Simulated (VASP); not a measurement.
A run of VASP 6.6.1 is set up as follows.

INCAR

```
SYSTEM = WS2
PREC = Accurate ; ENCUT = 520
EDIFF = 1E-6 ; ISMEAR = -1
SIGMA = 0.02 ; LREAL = .False.
LASPH = .True. ; NELM = 100
ALGO = Normal ; ISIF = 2
LWAVE = .False. ; LCHARG = .False.
GGA = PE ; IVDW = 13
NBANDS = 35
```

Contents of KPOINTS:

```
regular mesh
0
Gamma
  12 12 2
  0 0 0
```

POSCAR

```
WS2
1.0
    3.1559047347      0.0000000000      0.0000000000
   -1.5779523674      2.7330936722      0.0000000000
    0.0000000000      0.0000000000     12.1910498261
W S
2 4
Direct
    0.3333333333      0.6666666667      0.2500000000
    0.6666666667      0.3333333333      0.7500000000
    0.6666666667      0.3333333333      0.3791918892
    0.6666666667      0.3333333333      0.1208081108
    0.3333333333      0.6666666667      0.8791918892
    0.3333333333      0.6666666667      0.6208081108
```

Potentials or basis: VASP PAW PBE potentials, release 64 (W_sv, S).

The run is started by

```sh
$ cat potpaw_PBE.64/W_sv/POTCAR potpaw_PBE.64/S/POTCAR > POTCAR
$ mpirun -np 1 vasp_std > vasp.out
```

**Question.** What does it give for the largest force?

**Answer.** 0.010 eV/Å.

**Question.** Predict the dispersion energy per atom.

**Answer.** -0.449 eV.

**Question.** Estimate the band gap on the k mesh.

**Answer.** 0.93 eV (least direct gap 1.83 eV).

**Question.** Estimate the pressure.

**Answer.** -0.1 GPa.

Forces in eV/Å, atoms in the order of the input:
```
W    0.000  0.000  0.000
W    0.000  0.000  0.000
S    0.000  0.000 -0.010
S    0.000  0.000  0.010
S    0.000  0.000 -0.010
S    0.000  0.000  0.010
```

Caveat: spin-orbit coupling is left out, which moves the levels of the heavy elements. A k mesh can miss the band edges.
